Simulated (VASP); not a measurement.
# Sn (Fd-3m) in VASP: notebook

The runs below take Sn through relaxation of cell and atoms, with LDA.

All numbers are computed with VASP 6.6.1; they aren't measurements. Logs are shortened: lines on timing, memory, paths and dates and some standing lists are left out, and cuts for length are marked.

### 1 The cell of the first run

Symmetry: Fd-3m, No. 227, cubic system. The conventional cell has a = 4.713 Å, b = 4.713 Å, c = 4.713 Å, α = 90.00°, β = 90.00°, γ = 90.00°. Sn (site symmetry -43m) has 4 Sn at 2.04 Å within 2.7 Å.

This isn't the form of Sn at room conditions, which is tetragonal (white tin).

### 2 Relaxation of cell and atoms, LDA, target pressure 240 GPa, at which the enthalpy is minimised

File INCAR:

```
SYSTEM = Sn
  PREC = Accurate
  ENCUT = 600
  EDIFF = 1E-7
  ISMEAR = -1
  SIGMA = 0.05
  LREAL = .False.
  LASPH = .True.
  NELM = 60
  ALGO = Normal
  ISIF = 3
  LWAVE = .False.
  LCHARG = .False.
  GGA = CA
  IBRION = 2
  NSW = 60
  EDIFFG = -0.005
  PSTRESS = 2400.0
```

File KPOINTS:

```
Automatic mesh
0
Gamma
  13 13 13
  0 0 0
```

File POSCAR:

```
Sn
1.0
    0.0000000000      2.3563193760      2.3563193760
    2.3563193760      0.0000000000      2.3563193760
    2.3563193760      2.3563193760      0.0000000000
Sn
2
Direct
   -0.1250000000     -0.1250000000     -0.1250000000
    0.1250000000      0.1250000000      0.1250000000
```

Potentials or basis: VASP PAW LDA potentials, release 64 (Sn_d).

On the command line:

```bash
cat potpaw_LDA.64/Sn_d/POTCAR > POTCAR
mpirun -np 1 vasp_std > vasp.out
```

OUTCAR:

```text
SYSTEM = Sn
   PREC = Accurate
   ENCUT = 600
   EDIFF = 1E-7
   ISMEAR = -1
   LREAL = .False.
   LASPH = .True.
   NELM = 60
   ISIF = 3
   GGA = CA
   IBRION = 2
   NSW = 60
   EDIFFG = -0.005
   PSTRESS = 2400.0

 ion  position               nearest neighbor table
   1  0.875  0.875  0.875-   2 2.04   2 2.04   2 2.04   2 2.04
   2  0.125  0.125  0.125-   1 2.04   1 2.04   1 2.04   1 2.04

  LATTYP: Found a face centered cubic cell.
 ALAT       =     4.7126387520

  Lattice vectors:

 A1 = (   0.0000000000,   2.3563193760,   2.3563193760)
 A2 = (   2.3563193760,   0.0000000000,   2.3563193760)
 A3 = (   2.3563193760,   2.3563193760,   0.0000000000)

Analysis of symmetry for initial positions (statically):
=====================================================================
 Subroutine PRICEL returns:
 Original cell was already a primitive cell.

 Routine SETGRP: Setting up the symmetry group for a
 face centered cubic supercell.

 Subroutine GETGRP returns: Found 48 space group operations
 (whereof 12 operations were pure point group operations)
 out of a pool of 48 trial point group operations.

The static configuration has the point symmetry D_3d.
 The point group associated with its full space group is O_h .

Analysis of symmetry for dynamics (positions and initial velocities):
=====================================================================
 Subroutine PRICEL returns:
 Original cell was already a primitive cell.

 Routine SETGRP: Setting up the symmetry group for a
 face centered cubic supercell.

 Subroutine GETGRP returns: Found 48 space group operations
 (whereof 12 operations were pure point group operations)
 out of a pool of 48 trial point group operations.

The dynamic configuration has the point symmetry D_3d.
 The point group associated with its full space group is O_h .

 Subroutine INISYM returns: Found 48 space group operations
 (whereof 12 operations are pure point group operations),
 and found     1 'primitive' translations

----------------------------------------------------------------------------------------

                                     Primitive cell

  volume of cell :      26.1657

  direct lattice vectors                    reciprocal lattice vectors
     0.000000000  2.356319376  2.356319376    -0.212195344  0.212195344  0.212195344
     2.356319376  0.000000000  2.356319376     0.212195344 -0.212195344  0.212195344
     2.356319376  2.356319376  0.000000000     0.212195344  0.212195344 -0.212195344

  length of vectors
     3.332338819  3.332338819  3.332338819     0.367533117  0.367533117  0.367533117

  position of ions in fractional coordinates (direct lattice)
     0.875000000  0.875000000  0.875000000
     0.125000000  0.125000000  0.125000000

  ion indices of the primitive-cell ions
   primitive index   ion index
                 1           1
                 2           2

----------------------------------------------------------------------------------------

 KPOINTS: Automatic mesh

Automatic generation of k-mesh.
 Grid dimensions read from file:
 generate k-points for:   13   13   13

 Generating k-lattice:

  Cartesian coordinates                     Fractional coordinates (reciprocal lattice)
    -0.016322719  0.016322719  0.016322719     0.076923077  0.000000000  0.000000000
     0.016322719 -0.016322719  0.016322719     0.000000000  0.076923077  0.000000000
     0.016322719  0.016322719 -0.016322719     0.000000000  0.000000000  0.076923077

  Length of vectors
     0.028271778  0.028271778  0.028271778

  Shift w.r.t. Gamma in fractional coordinates (k-lattice)
     0.000000000  0.000000000  0.000000000

 Subroutine IBZKPT returns following result:
 ===========================================

 Found     84 irreducible k-points:

 Following reciprocal coordinates:
            Coordinates               Weight
  0.000000  0.000000  0.000000      1.000000
  0.076923  0.000000  0.000000      8.000000
  0.153846  0.000000  0.000000      8.000000
  0.230769  0.000000  0.000000      8.000000
  0.307692  0.000000  0.000000      8.000000
  0.384615  0.000000  0.000000      8.000000
[... 16 lines left out ...]
  0.384615  0.153846  0.000000     24.000000
  0.461538  0.153846  0.000000     24.000000
 [... further k-points ...]
   k-points           NKPTS =     84   k-points in BZ     NKDIM =     84   number of bands    NBANDS=     18
   number of dos      NEDOS =    301   number of ions     NIONS =      2
   total plane-waves  NPLWV =  21952
   dimension x,y,z NGX =    28 NGY =   28 NGZ =   28
   dimension x,y,z NGXF=    56 NGYF=   56 NGZF=   56
   ions per type =               2
   NGX,Y,Z   is equivalent  to a cutoff of  13.97, 13.97, 13.97 a.u.
   NGXF,Y,Z  is equivalent  to a cutoff of  27.94, 27.94, 27.94 a.u.
 SYSTEM =  Sn
   PREC   = accura    normal or accurate (medium, high low for compatibility)
   ISTART =      0    job   : 0-new  1-cont  2-samecut
   ICHARG =      2    charge: 1-file 2-atom 10-const
   ISPIN  =      1    spin polarized calculation?
   LNONCOLLINEAR =      F non collinear calculations
   LSORBIT =      F    spin-orbit coupling
   LASPH  =      T    aspherical Exc in radial PAW
   ENCUT  =  600.0 eV  44.10 Ry    6.64 a.u.   6.66  6.66  6.66*2*pi/ulx,y,z
   NELM   =     60;   NELMIN=  2; NELMDL= -5     # of ELM steps
   EDIFF  = 0.1E-06   stopping-criterion for ELM
   LREAL  =      F    real-space projection
   EDIFFG = -.5E-02   stopping-criterion for IOM
   NSW    =     60    number of steps for IOM
   IBRION =      2    ionic relax: 0-MD 1-quasi-New 2-CG
   NFREE  =      1    steps in history (QN), initial steepest desc. (CG)
   ISIF   =      3    stress and relaxation
   ISYM   =      2    0-nonsym 1-usesym 2-fastsym
   POTIM  = 0.5000    time-step for ionic-motion
   TEBEG  =    0.0;   TEEND  =   0.0 temperature during run
   PSTRESS= 2400.0 pullay stress
   NELECT =      28.0000    total number of electrons
   NUPDOWN=      -1.0000    fix difference up-down
   EMIN   =  10.00;   EMAX   =-10.00  energy-range for DOS
   EFERMI =   0.00;   METHOD = LEGACY
   ISMEAR =    -1;   SIGMA  =   0.05  broadening in eV -4-tet -1-fermi 0-gaus
   EFERMI_NEDOS =   21; number of points for ismear=-14 and -15
   IALGO  =     38    algorithm
   IMIX   =      4    mixing-type and parameters
     AMIX     =   0.40;   BMIX     =  1.00
     AMIX_MAG =   1.60;   BMIX_MAG =  1.00
  volume/ion in A,a.u.               =      13.08        88.29
  Fermi-wavevector in a.u.,A,eV,Ry     =   1.674493  3.164333 38.149744  2.803927
  Thomas-Fermi vector in A             =   2.759279
   LORBIT       =      0    0 simple, 1 ext, 2 COOP (PROOUT), +10 PAW based schemes
   GGA     = CA    functional components
   LHFCALC =     F    Hartree Fock is set to
   AEXX    =    0.0000 exact exchange contribution
   IVDW    =     0    specifies the selected vdW correction
   LEPSILON=     F    determine dielectric tensor
   LRPA    =     F    only Hartree local field effects (RPA)
 conjugate gradient relaxation of ions
 non-spin polarized calculation
  energy-cutoff  :      600.00
  volume of cell :       26.17
 maximum number of plane-waves:       895
   NGX = 13   NGY = 13   NGZ = 13

--------------------------------------- Ionic step        1  -------------------------------------------

 number of electron      28.0000001 magnetization

 Free energy of the ion-electron system (eV)
  ---------------------------------------------------
  ext. energy  EPLUGINS =         0.00000000
  ---------------------------------------------------
  free energy    TOTEN  =        12.69024387 eV

  energy without entropy =       12.69314150  energy(sigma->0) =       12.69169268

------------------------ aborting loop because EDIFF is reached ----------------------------------------

  FORCE on cell =-STRESS in cart. coord.  units (eV):
  Direction    XX          YY          ZZ          XY          YZ          ZX
  --------------------------------------------------------------------------------------
  -------------------------------------------------------------------------------------
  Total       65.9588490     65.9588490     65.9588490      0.0000000      0.0000000      0.0000000
  in kB     4038.7892531   4038.7892531   4038.7892531      0.0000000      0.0000000      0.0000000
  external PRESSURE =    1638.7892531 kB  Pullay stress =    2400.0000000 kB
[... 23 lines left out ...]
  enthalpy is  TOTEN    =        51.8854649428 eV   P V=       39.1952210760

--------------------------------------- Ionic step        2  -------------------------------------------

 number of electron      27.9999920 magnetization

 E-fermi :   1.0409     XC(G=0):  -7.1161

 val. band max:        0.9605092687   @ k =  -0.1538   0.1538   0.0000
 cond. band min:       1.0436696038   @ k =   0.1538   0.0000   0.0000
 fundamental gap:      0.0831603350
 Fermi energy:         1.0409490819

 k-point     1 :       0.0000    0.0000    0.0000
  band No.  band energies     occupation
      1     -20.1358      2.00000
      2     -20.1358      2.00000
      3     -20.1358      2.00000
      4     -20.1185      2.00000
      5     -20.1185      2.00000
      6     -20.0599      2.00000
[... 10 lines left out ...]
     17       2.9781      0.00000
     18       2.9781      0.00000
[... 550 lines left out ...]
  FREE ENERGIE OF THE ION-ELECTRON SYSTEM (eV)
  ---------------------------------------------------
  free  energy   TOTEN  =        -3.6364755074 eV

  energy  without entropy=       -3.6344859603  energy(sigma->0) =       -3.63548073

  enthalpy is  TOTEN    =        54.0658560438 eV   P V=       57.7023315511

[... ionic steps 4 to 20 ...]

--------------------------------------- Ionic step       21  -------------------------------------------

 number of electron      28.0000005 magnetization

------------------------ aborting loop because EDIFF is reached ----------------------------------------

  FORCE on cell =-STRESS in cart. coord.  units (eV):
  Direction    XX          YY          ZZ          XY          YZ          ZX
  --------------------------------------------------------------------------------------
  -------------------------------------------------------------------------------------
  Total       45.6098405     45.6098405     45.6098405     -0.0000000     -0.0000000     -0.0000000
  in kB     2400.6769029   2400.6769029   2400.6769029     -0.0000000     -0.0000000     -0.0000000
  external PRESSURE =       0.6769029 kB  Pullay stress =    2400.0000000 kB
[... 61 lines left out ...]
  enthalpy is  TOTEN    =        49.9173896972 eV   P V=       45.6083055171

--------------------------------------- Ionic step       23  -------------------------------------------

 number of electron      28.0000005 magnetization

 Free energy of the ion-electron system (eV)
  ---------------------------------------------------
  ext. energy  EPLUGINS =         0.00000000
  ---------------------------------------------------
  free energy    TOTEN  =         4.31723332 eV

  energy without entropy =        4.32013717  energy(sigma->0) =        4.31868525

 E-fermi :  18.5121     XC(G=0): -13.3115

 val. band max:       18.4505881559   @ k =  -0.4615   0.3846   0.0000
 cond. band min:      18.5580483272   @ k =   0.3846   0.3077   0.0000
 fundamental gap:      0.1074601714
 Fermi energy:        18.5121185246

 k-point     1 :       0.0000    0.0000    0.0000
  band No.  band energies     occupation
      1      -7.4953      2.00000
      2      -7.4953      2.00000
      3      -7.4953      2.00000
      4      -7.3124      2.00000
      5      -7.3124      2.00000
      6      -5.2769      2.00000
[... 10 lines left out ...]
     17      20.9645      0.00000
     18      23.4640      0.00000
[... 512 lines left out ...]
  FREE ENERGIE OF THE ION-ELECTRON SYSTEM (eV)
  ---------------------------------------------------
  free  energy   TOTEN  =         4.3172333165 eV

  energy  without entropy=        4.3201371740  energy(sigma->0) =        4.31868525

  enthalpy is  TOTEN    =        49.9173870138 eV   P V=       45.6001536972

 reached required accuracy - stopping structural energy minimisation
```

It took 3 min on 1 thread of Intel Xeon 6975P-C (Granite Rapids), shared host; peak memory 0.18 GiB.

What came out:

| Property | Result |
| --- | --- |
| Free energy | 4.3172 eV |
| Relaxed volume | 15.22 Å³/atom |
| Relaxed cell | a = 3.505 Å, b = 3.505 Å, c = 3.505 Å, α = 60.00°, β = 60.00°, γ = 60.00° |
| Space group after relaxing (to 0.1 Å) | Fd-3m (No. 227) |
| Energy change on relaxing (the run minimises the enthalpy) | -4186.5 meV/atom |
| Ionic steps | 23 |
| Pressure after relaxing | 240.0 GPa |
| Band gap on the k mesh | zero (bands 14 and 15 overlap by 1.78 eV) |

Step by step:
```csv
step,energy change (eV),largest force (eV/Å),pressure (GPa),volume (Å³)
1,0.0000,0.0000,403.88,26.17
2,-19.7278,0.0000,-8.95,116.60
3,-16.3267,0.0000,98.64,38.52
4,-9.4853,0.0000,219.31,31.22
5,-8.4940,0.0000,237.74,30.52
6,-8.3574,0.0000,240.27,30.43
7,-8.3577,0.0000,240.29,30.43
8,-8.3585,0.0000,240.28,30.43
9,-8.3585,0.0000,240.27,30.43
10,-8.3585,0.0000,240.27,30.43
11,-8.3585,0.0000,240.27,30.43
12,-8.3585,0.0000,240.27,30.43
13,-8.3586,0.0000,240.27,30.43
14,-8.3586,0.0000,240.27,30.43
15,-8.3587,0.0000,240.26,30.43
16,-8.3589,0.0000,240.26,30.43
17,-8.3592,0.0000,240.26,30.43
18,-8.3599,0.0000,240.25,30.43
19,-8.3613,0.0000,240.19,30.43
20,-8.3642,0.0000,240.16,30.44
21,-8.3698,0.0000,240.07,30.44
22,-8.3812,0.0000,239.83,30.45
23,-8.3730,0.0000,239.99,30.44
```

Final structure:
```
Sn
1.0
     0.00000    2.47825    2.47825
     2.47825    0.00000    2.47825
     2.47825    2.47825    0.00000
Sn
2
Direct
  0.87500 0.87500 0.87500
  0.12500 0.12500 0.12500
```

Caveat: the cell is relaxed towards a set pressure, so the run minimises the enthalpy, not the energy; the volume moved by over 15 % at a fixed basis, so the end points are rough; spin-orbit coupling is left out, which moves the levels of the heavy elements.

### 3 Relaxation of cell and atoms, LDA, target pressure 240 GPa, at which the enthalpy is minimised

This run uses another cell than the first one, of 15.13 Å³/atom.

File INCAR:

```
PREC = Accurate
ENCUT = 600
EDIFF = 1E-6
ISMEAR = -1
SIGMA = 0.05
LREAL = False
LASPH = True
NELM = 60
ALGO = Normal
ISIF = 3
LWAVE = False
LCHARG = False
IBRION = 2
NSW = 32
EDIFFG = -0.005
PSTRESS = 2400.0
```

File KPOINTS:

```
Automatic mesh
0
Gamma
  13 13 13
```

File POSCAR:

```
Sn
1.0
    0.0000000000      2.4731991063      2.4731991063
    2.4731991063      0.0000000000      2.4731991063
    2.4731991063      2.4731991063      0.0000000000
Sn
2
Direct
   -0.1250000000     -0.1250000000     -0.1250000000
    0.1250000000      0.1250000000      0.1250000000
```

Potentials or basis: VASP PAW LDA potentials, release 64 (Sn_d).

On the command line:

```bash
cat potpaw_LDA.64/Sn_d/POTCAR > POTCAR
mpirun -np 1 vasp_std > vasp.out
```

It took 75 s on 1 thread of Intel Xeon 6975P-C (Granite Rapids), shared host; peak memory 0.18 GiB.

Results (log left out):

| Item | Value |
| --- | --- |
| Free energy | 4.3130 eV |
| Relaxed volume | 15.22 Å³/atom |
| Relaxed cell | a = 3.505 Å, b = 3.505 Å, c = 3.505 Å, α = 60.00°, β = 60.00°, γ = 60.00° |
| Space group after relaxing (to 0.1 Å) | Fd-3m (No. 227) |
| Energy change on relaxing (the run minimises the enthalpy) | -141.6 meV/atom |
| Ionic steps | 9 |
| Pressure after relaxing | 240.0 GPa |
| Band gap on the k mesh | zero (bands 14 and 15 overlap by 1.78 eV) |

The path:
| step | energy change (eV) | largest force (eV/Å) | pressure (GPa) | volume (Å³) |
| --- | --- | --- | --- | --- |
| 1 | 0.0000 | 0.0000 | 245.12 | 30.26 |
| 2 | -2.9325 | 0.0000 | 191.28 | 32.42 |
| 3 | -0.2871 | 0.0000 | 240.12 | 30.45 |
| 4 | -0.2939 | 0.0000 | 239.82 | 30.45 |
| 5 | -0.2006 | 0.0000 | 241.73 | 30.39 |
| 6 | -0.2836 | 0.0000 | 239.93 | 30.44 |
| 7 | -0.2802 | 0.0000 | 240.14 | 30.44 |
| 8 | -0.2824 | 0.0000 | 240.11 | 30.44 |
| 9 | -0.2831 | 0.0000 | 240.04 | 30.44 |

Final structure:
```cif
data_structure
_symmetry_space_group_name_H-M 'P 1'
_symmetry_Int_Tables_number 1
_cell_length_a 3.5048
_cell_length_b 3.5048
_cell_length_c 3.5048
_cell_angle_alpha 60.000
_cell_angle_beta 60.000
_cell_angle_gamma 60.000
_cell_volume 30.44
loop_
_atom_site_label
_atom_site_type_symbol
_atom_site_fract_x
_atom_site_fract_y
_atom_site_fract_z
_atom_site_occupancy
Sn1 Sn 0.87500 0.87500 0.87500 1
Sn2 Sn 0.12500 0.12500 0.12500 1
```

Levels at points of the mesh, in eV from the Fermi level:
```csv
k point,band 10,band 11,band 12,band 13,band 14,band 15,band 16,band 17,band 18
"(0.00, 0.00, 0.00)",-23.25,-18.65,1.42,1.42,1.42,2.45,2.45,2.45,4.95
```

Caveat: the cell is relaxed towards a set pressure, so the run minimises the enthalpy, not the energy; spin-orbit coupling is left out, which moves the levels of the heavy elements.
